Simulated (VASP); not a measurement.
A run of VASP 6.6.1:

Contents of INCAR:

```
SYSTEM = CaCdF4
  ALGO = Normal
  EDIFF = 1E-6
  EDIFFG = -0.005
  ENCUT = 600
  GGA = PE
  IBRION = 2
  ISIF = 3
  ISMEAR = -1
  LASPH = .True.
  LCHARG = .False.
  LREAL = .False.
  LWAVE = .False.
  NELM = 60
  NSW = 80
  PREC = Accurate
  SIGMA = 0.02
```

The input KPOINTS:

```
k-points
0
Gamma
  6 6 4
  0 0 0
```

File POSCAR:

```
CaCdF4
1.0
    3.7302368100      0.0000000000      0.0000000000
    0.0000000000      3.7302368100      0.0000000000
    0.0000000000      0.0000000000      5.2753514900
Ca F Cd
1 4 1
Direct
    0.0000000000      0.0000000000      0.0000000000
    0.0000000000      0.5000000000      0.7500000000
    0.0000000000      0.5000000000      0.2500000000
    0.5000000000      0.0000000000      0.2500000000
    0.5000000000      0.0000000000      0.7500000000
    0.5000000000      0.5000000000      0.5000000000
```

Potentials or basis: VASP PAW PBE potentials, release 64 (Ca_sv, F, Cd).

Launch:

```console
$ cat potpaw_PBE.64/Ca_sv/POTCAR potpaw_PBE.64/F/POTCAR potpaw_PBE.64/Cd/POTCAR > POTCAR
$ mpirun -np 1 vasp_std > vasp.out
```

Hardware: 1 thread of Oxide Virtual Turin-like Processor (shared host).

Q: Estimate the wall time of this run.

A: Wall time 7.1 min on 1 thread of Oxide Virtual Turin-like Processor, with other jobs on the host, peak memory 0.22 GiB. Counts: scf iterations 64, k points 30, ion steps 10.
